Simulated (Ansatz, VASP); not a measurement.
Mn3Si: VASP beside Ansatz

```
Mn Si
1.0
     0.00000    2.86100    2.86100
     2.86100    0.00000    2.86100
     2.86100    2.86100    0.00000
Mn Si
3 1
Direct
  0.50000 0.50000 0.50000
  0.25000 0.25000 0.25000
  0.75000 0.75000 0.75000
  0.00000 0.00000 0.00000
```

Alike in both runs: task single point; functional LDA; k mesh 7 × 7 × 7; occupations fermi-dirac, width 0.1 eV; collinear spin.

```csv
,VASP,Ansatz
version,VASP 6.6.1,Ansatz 0.2.0
potentials or method,"VASP PAW LDA potentials, release 64 (Mn_pv, Si)","plane waves, PAW"
plane-wave cutoff (eV),500,420
valence electrons in the cell,43,49
```

Ansatz gave:

* gap on the k mesh at the Fermi level (eV): none
* net moment per atom (μB): 0.28
* size of the moment on the site where the two differ most (μB): 0.62

**Question.** Estimate VASP's values.

**Answer.** gap on the k mesh at the Fermi level (eV): none; net moment per atom (μB): 0.30; size of the moment on the site where the two differ most (μB): 0.53.

LDA's correlation is that of Perdew and Zunger in VASP and of Perdew and Wang (1992) in Ansatz. Site moments also hang on the region over which each program counts them. A gap of «none» marks a metal or a gap that the smearing closes. VASP's potentials hold 43 valence electrons a cell and Ansatz's 49, so a difference there can come from the potentials and not from the codes. Ansatz's warnings: seeded moment not kept.
